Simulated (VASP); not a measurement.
Here is a VASP 6.6.1 calculation.

File INCAR:

```
SYSTEM = MgO
PREC     = Accurate       ! precision mode
ENCUT    = 520            ! plane-wave cutoff, eV
EDIFF    = 1E-7           ! SCF threshold, eV
ISMEAR   = 0              ! smearing method
SIGMA    = 0.02           ! smearing width, eV
LREAL    = .False.        ! projectors in reciprocal space
LASPH    = .True.         ! aspherical terms in the spheres
NELM     = 60             ! most SCF steps
ALGO     = Normal         ! electronic algorithm
ISIF     = 2              ! what is computed and relaxed
LWAVE    = .False.        ! write WAVECAR
LCHARG   = .False.        ! write CHGCAR
GGA      = PE             ! functional
NBANDS   = 11             ! bands
```

File KPOINTS:

```
Automatic mesh
0
Gamma
  10 10 10
  0 0 0
```

File POSCAR:

```
MgO
1.0
    0.0000000000      2.1685658376      2.1685658376
    2.1685658376      0.0000000000      2.1685658376
    2.1685658376      2.1685658376      0.0000000000
Mg O
1 1
Direct
    0.0000000000      0.0000000000      0.0000000000
    0.5000000000      0.5000000000      0.5000000000
```

Potentials or basis: VASP PAW PBE potentials, release 64 (Mg, O).

The run is started by

```console
$ cat potpaw_PBE.64/Mg/POTCAR potpaw_PBE.64/O/POTCAR > POTCAR
$ mpirun -np 1 vasp_std > vasp.out
```

Estimate the pressure.

-8.4 GPa.

Predict the band gap on the k mesh.

3.92 eV, direct.
